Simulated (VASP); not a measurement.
# ZrRh3 (Pm-3m) in VASP: a series of runs

The runs below take ZrRh3 through single point, relaxation of cell and atoms, with LDA.

All numbers are computed with VASP 6.6.1; they aren't measurements. Logs are shortened: lines on timing, memory, paths and dates and some standing lists are left out, and cuts for length are marked.

## (1) The cell of the first run

The structure is cubic, space group Pm-3m (No. 221). The conventional cell has a = 3.877 Å, b = 3.877 Å, c = 3.877 Å, α = 90.00°, β = 90.00°, γ = 90.00°. Within 3.6 Å of Zr (site symmetry m-3m) lie 12 Rh at 2.74 Å. Within 3.6 Å of Rh (site symmetry 4/mmm) lie 4 Zr at 2.74 Å and 8 Rh at 2.74 Å.

## (2) Single point, LDA

Contents of INCAR:

```
  PREC = Accurate
  ENCUT = 520
  EDIFF = 1E-6
  ISMEAR = -1
  SIGMA = 0.05
  LREAL = F
  LASPH = T
  NELM = 60
  ALGO = Normal
  ISIF = 2
  LWAVE = F
  LCHARG = F
  GGA = CA
  NBANDS = 36
```

Contents of KPOINTS:

```
Automatic mesh
0
Gamma
  5 5 5
```

Contents of POSCAR:

```
ZrRh3
1.0
    3.8765364624      0.0000000000      0.0000000000
    0.0000000000      3.8765364624      0.0000000000
    0.0000000000      0.0000000000      3.8765364624
Zr Rh
1 3
Direct
    0.0000000000      0.0000000000      0.0000000000
    0.0000000000      0.5000000000      0.5000000000
    0.5000000000      0.0000000000      0.5000000000
    0.5000000000      0.5000000000      0.0000000000
```

Potentials or basis: VASP PAW LDA potentials, release 64 (Zr_sv, Rh_pv).

Started as:

```
cat potpaw_LDA.64/Zr_sv/POTCAR potpaw_LDA.64/Rh_pv/POTCAR > POTCAR
mpirun -np 1 vasp_std > vasp.out
```

OUTCAR:

```text
PREC = Accurate
   ENCUT = 520
   EDIFF = 1E-6
   ISMEAR = -1
   LREAL = F
   LASPH = T
   NELM = 60
   ISIF = 2
   GGA = CA

 ion  position               nearest neighbor table
   1  0.000  0.000  0.000-   2 2.74   3 2.74   4 2.74   2 2.74   3 2.74   2 2.74   4 2.74   2 2.74
                             3 2.74   4 2.74   3 2.74   4 2.74
   2  0.000  0.500  0.500-   1 2.74   3 2.74   4 2.74   1 2.74   4 2.74   1 2.74   3 2.74   1 2.74
                             3 2.74   4 2.74   4 2.74   3 2.74
   3  0.500  0.000  0.500-   1 2.74   2 2.74   4 2.74   1 2.74   4 2.74   2 2.74   4 2.74   4 2.74
                             1 2.74   2 2.74   1 2.74   2 2.74
   4  0.500  0.500  0.000-   1 2.74   2 2.74   3 2.74   2 2.74   3 2.74   1 2.74   3 2.74   3 2.74
                             1 2.74   2 2.74   2 2.74   1 2.74

  LATTYP: Found a simple cubic cell.
 ALAT       =     3.8765364624

  Lattice vectors:

 A1 = (   3.8765364624,   0.0000000000,   0.0000000000)
 A2 = (   0.0000000000,   3.8765364624,   0.0000000000)
 A3 = (   0.0000000000,   0.0000000000,   3.8765364624)

Analysis of symmetry for initial positions (statically):
=====================================================================
 Subroutine PRICEL returns:
 Original cell was already a primitive cell.

 Routine SETGRP: Setting up the symmetry group for a
 simple cubic supercell.

 Subroutine GETGRP returns: Found 48 space group operations
[... 9 lines left out ...]

 Routine SETGRP: Setting up the symmetry group for a
 simple cubic supercell.

 Subroutine GETGRP returns: Found 48 space group operations
[... 11 lines left out ...]
                                     Primitive cell

  volume of cell :      58.2548

  direct lattice vectors                    reciprocal lattice vectors
     3.876536462  0.000000000  0.000000000     0.257962232  0.000000000  0.000000000
     0.000000000  3.876536462  0.000000000     0.000000000  0.257962232  0.000000000
     0.000000000  0.000000000  3.876536462     0.000000000  0.000000000  0.257962232

  length of vectors
     3.876536462  3.876536462  3.876536462     0.257962232  0.257962232  0.257962232

  position of ions in fractional coordinates (direct lattice)
     0.000000000  0.000000000  0.000000000
     0.000000000  0.500000000  0.500000000
     0.500000000  0.000000000  0.500000000
     0.500000000  0.500000000  0.000000000

  ion indices of the primitive-cell ions
   primitive index   ion index
                 1           1
                 2           2
                 3           3
                 4           4

----------------------------------------------------------------------------------------

 KPOINTS: Automatic mesh

Automatic generation of k-mesh.
 Grid dimensions read from file:
 generate k-points for:    5    5    5

 Generating k-lattice:

  Cartesian coordinates                     Fractional coordinates (reciprocal lattice)
     0.051592446  0.000000000  0.000000000     0.200000000  0.000000000  0.000000000
     0.000000000  0.051592446  0.000000000     0.000000000  0.200000000  0.000000000
     0.000000000  0.000000000  0.051592446     0.000000000  0.000000000  0.200000000

  Length of vectors
     0.051592446  0.051592446  0.051592446

  Shift w.r.t. Gamma in fractional coordinates (k-lattice)
     0.000000000  0.000000000  0.000000000

 Subroutine IBZKPT returns following result:
 ===========================================

 Found     10 irreducible k-points:

 Following reciprocal coordinates:
            Coordinates               Weight
  0.000000  0.000000  0.000000      1.000000
  0.200000  0.000000  0.000000      6.000000
  0.400000  0.000000  0.000000      6.000000
  0.200000  0.200000  0.000000     12.000000
  0.400000  0.200000  0.000000     24.000000
  0.400000  0.400000  0.000000     12.000000
  0.200000  0.200000  0.200000      8.000000
  0.400000  0.200000  0.200000     24.000000
  0.400000  0.400000  0.200000     24.000000
  0.400000  0.400000  0.400000      8.000000
   k-points           NKPTS =     10   k-points in BZ     NKDIM =     10   number of bands    NBANDS=     36
   number of dos      NEDOS =    301   number of ions     NIONS =      4
   total plane-waves  NPLWV =  27000
   dimension x,y,z NGX =    30 NGY =   30 NGZ =   30
   dimension x,y,z NGXF=    60 NGYF=   60 NGZF=   60
   ions per type =               1   3
   NGX,Y,Z   is equivalent  to a cutoff of  12.87, 12.87, 12.87 a.u.
   NGXF,Y,Z  is equivalent  to a cutoff of  25.73, 25.73, 25.73 a.u.
 SYSTEM =  unknown system
   PREC   = accura    normal or accurate (medium, high low for compatibility)
   ISTART =      0    job   : 0-new  1-cont  2-samecut
   ICHARG =      2    charge: 1-file 2-atom 10-const
   ISPIN  =      1    spin polarized calculation?
   LNONCOLLINEAR =      F non collinear calculations
   LSORBIT =      F    spin-orbit coupling
   LASPH  =      T    aspherical Exc in radial PAW
   ENCUT  =  520.0 eV  38.22 Ry    6.18 a.u.   7.21  7.21  7.21*2*pi/ulx,y,z
   NELM   =     60;   NELMIN=  2; NELMDL= -5     # of ELM steps
   EDIFF  = 0.1E-05   stopping-criterion for ELM
   LREAL  =      F    real-space projection
   EDIFFG = 0.1E-04   stopping-criterion for IOM
   NSW    =      0    number of steps for IOM
   IBRION =     -1    ionic relax: 0-MD 1-quasi-New 2-CG
   NFREE  =      0    steps in history (QN), initial steepest desc. (CG)
   ISIF   =      2    stress and relaxation
   ISYM   =      2    0-nonsym 1-usesym 2-fastsym
   POTIM  = 0.5000    time-step for ionic-motion
   TEBEG  =    0.0;   TEEND  =   0.0 temperature during run
   PSTRESS=    0.0 pullay stress
   NELECT =      57.0000    total number of electrons
   NUPDOWN=      -1.0000    fix difference up-down
   EMIN   =  10.00;   EMAX   =-10.00  energy-range for DOS
   EFERMI =   0.00;   METHOD = LEGACY
   ISMEAR =    -1;   SIGMA  =   0.05  broadening in eV -4-tet -1-fermi 0-gaus
   EFERMI_NEDOS =   21; number of points for ismear=-14 and -15
   IALGO  =     38    algorithm
   IMIX   =      4    mixing-type and parameters
     AMIX     =   0.40;   BMIX     =  1.00
     AMIX_MAG =   1.60;   BMIX_MAG =  1.00
  volume/ion in A,a.u.               =      14.56        98.28
  Fermi-wavevector in a.u.,A,eV,Ry     =   1.625259  3.071294 35.939337  2.641467
  Thomas-Fermi vector in A             =   2.718411
   LORBIT       =      0    0 simple, 1 ext, 2 COOP (PROOUT), +10 PAW based schemes
   GGA     = CA    functional components
   LHFCALC =     F    Hartree Fock is set to
   AEXX    =    0.0000 exact exchange contribution
   IVDW    =     0    specifies the selected vdW correction
   LEPSILON=     F    determine dielectric tensor
   LRPA    =     F    only Hartree local field effects (RPA)
 non-spin polarized calculation
  energy-cutoff  :      520.00
  volume of cell :       58.25
 maximum number of plane-waves:      1594
 NGX is ok and might be reduce to    30
   NGX = 15   NGY = 15   NGZ = 15

 number of electron      57.0000037 magnetization

 Free energy of the ion-electron system (eV)
  ---------------------------------------------------
  ext. energy  EPLUGINS =         0.00000000
  ---------------------------------------------------
  free energy    TOTEN  =       -38.19718132 eV

  energy without entropy =      -38.15822202  energy(sigma->0) =      -38.17770167

 E-fermi :  11.6184     XC(G=0): -13.8958

 val. band max:       11.5995490336   @ k =   0.2000   0.0000   0.0000
 cond. band min:      11.6410513526   @ k =   0.4000   0.0000   0.0000
 fundamental gap:      0.0415023189
 Fermi energy:        11.6183595375

 k-point     1 :       0.0000    0.0000    0.0000
  band No.  band energies     occupation
      1     -36.2758      2.00000
      2     -34.5560      2.00000
      3     -34.5560      2.00000
      4     -34.5560      2.00000
      5     -34.3287      2.00000
      6     -34.3287      2.00000
[... 28 lines left out ...]
     35      17.2816      0.00000
     36      17.2816      0.00000

 k-point     2 :       0.2000    0.0000    0.0000
  band No.  band energies     occupation
      1     -36.2889      2.00000
      2     -34.5333      2.00000
      3     -34.5333      2.00000
      4     -34.5078      2.00000
      5     -34.3362      2.00000
      6     -34.3362      2.00000
[... 28 lines left out ...]
     35      17.1992      0.00000
     36      18.6469      0.00000

 k-point     3 :       0.4000    0.0000    0.0000
  band No.  band energies     occupation
      1     -36.3093      2.00000
      2     -34.4850      2.00000
      3     -34.4850      2.00000
      4     -34.3952      2.00000
      5     -34.3588      2.00000
      6     -34.3588      2.00000
[... 28 lines left out ...]
     35      17.0874      0.00000
     36      21.1541      0.00000

 k-point     4 :       0.2000    0.2000    0.0000
  band No.  band energies     occupation
      1     -36.2972      2.00000
      2     -34.5231      2.00000
      3     -34.5100      2.00000
      4     -34.4689      2.00000
      5     -34.3745      2.00000
      6     -34.3409      2.00000
[... 28 lines left out ...]
     35      16.5745      0.00000
     36      18.2588      0.00000

 k-point     5 :       0.4000    0.2000    0.0000
  band No.  band energies     occupation
      1     -36.3103      2.00000
      2     -34.4865      2.00000
      3     -34.4596      2.00000
      4     -34.4287      2.00000
      5     -34.3836      2.00000
      6     -34.3586      2.00000
[... 28 lines left out ...]
     35      15.8588      0.00000
     36      19.4907      0.00000

 k-point     6 :       0.4000    0.4000    0.0000
  band No.  band energies     occupation
      1     -36.3119      2.00000
      2     -34.4907      2.00000
      3     -34.4594      2.00000
      4     -34.4011      2.00000
      5     -34.3810      2.00000
      6     -34.3606      2.00000
[... 28 lines left out ...]
     35      15.5355      0.00000
     36      18.4605      0.00000

 k-point     7 :       0.2000    0.2000    0.2000
  band No.  band energies     occupation
      1     -36.3005      2.00000
      2     -34.5433      2.00000
      3     -34.4677      2.00000
      4     -34.4677      2.00000
      5     -34.3536      2.00000
      6     -34.3536      2.00000
[... 28 lines left out ...]
     35      18.2924      0.00000
     36      18.2924      0.00000

 k-point     8 :       0.4000    0.2000    0.2000
  band No.  band energies     occupation
      1     -36.3059      2.00000
      2     -34.5306      2.00000
      3     -34.4671      2.00000
      4     -34.4476      2.00000
      5     -34.3643      2.00000
      6     -34.3637      2.00000
[... 28 lines left out ...]
     35      16.2287      0.00000
     36      19.3430      0.00000

 k-point     9 :       0.4000    0.4000    0.2000
  band No.  band energies     occupation
      1     -36.2987      2.00000
      2     -34.5447      2.00000
      3     -34.5062      2.00000
      4     -34.4734      2.00000
      5     -34.4447      2.00000
      6     -34.2878      2.00000
[... 28 lines left out ...]
     35      16.1390      0.00000
     36      17.9374      0.00000

 k-point    10 :       0.4000    0.4000    0.4000
  band No.  band energies     occupation
      1     -36.2769      2.00000
      2     -34.6052      2.00000
      3     -34.5369      2.00000
      4     -34.5369      2.00000
      5     -34.5216      2.00000
      6     -34.2068      2.00000
[... 28 lines left out ...]
     35      16.3087      0.00000
     36      17.0031      0.00000

------------------------ aborting loop because EDIFF is reached ----------------------------------------

  FORCE on cell =-STRESS in cart. coord.  units (eV):
  Direction    XX          YY          ZZ          XY          YZ          ZX
  --------------------------------------------------------------------------------------
  -------------------------------------------------------------------------------------
  Total        0.2814768      0.2814768      0.2814768      0.0000000      0.0000000      0.0000000
  in kB        7.7414357      7.7414357      7.7414357      0.0000000      0.0000000      0.0000000
  external PRESSURE =       7.7414357 kB  Pullay stress =       0.0000000 kB

 VOLUME and BASIS-vectors are now :
 -----------------------------------------------------------------------------
  energy-cutoff  :      520.00
  volume of cell :       58.25
      direct lattice vectors                 reciprocal lattice vectors
     3.876536462  0.000000000  0.000000000     0.257962232  0.000000000  0.000000000
     0.000000000  3.876536462  0.000000000     0.000000000  0.257962232  0.000000000
     0.000000000  0.000000000  3.876536462     0.000000000  0.000000000  0.257962232

 POSITION                                       TOTAL-FORCE (eV/Angst)
 -----------------------------------------------------------------------------------
      0.00000      0.00000      0.00000         0.000000      0.000000      0.000000
      0.00000      1.93827      1.93827         0.000000      0.000000      0.000000
      1.93827      0.00000      1.93827         0.000000      0.000000      0.000000
      1.93827      1.93827      0.00000         0.000000      0.000000      0.000000
 -----------------------------------------------------------------------------------
    total drift:                                0.000000      0.000000     -0.000000

  FREE ENERGIE OF THE ION-ELECTRON SYSTEM (eV)
  ---------------------------------------------------
  free  energy   TOTEN  =       -38.1971813223 eV

  energy  without entropy=      -38.1582220243  energy(sigma->0) =      -38.17770167
```

Wall time 9.9 s (1 thread of Intel Xeon 6975P-C (Granite Rapids), shared host); peak memory 0.15 GiB.

What came out:

```yaml
Free_energy: -38.1972 eV
Pressure: 0.8 GPa
```

(Continued in part 2 of 2.)
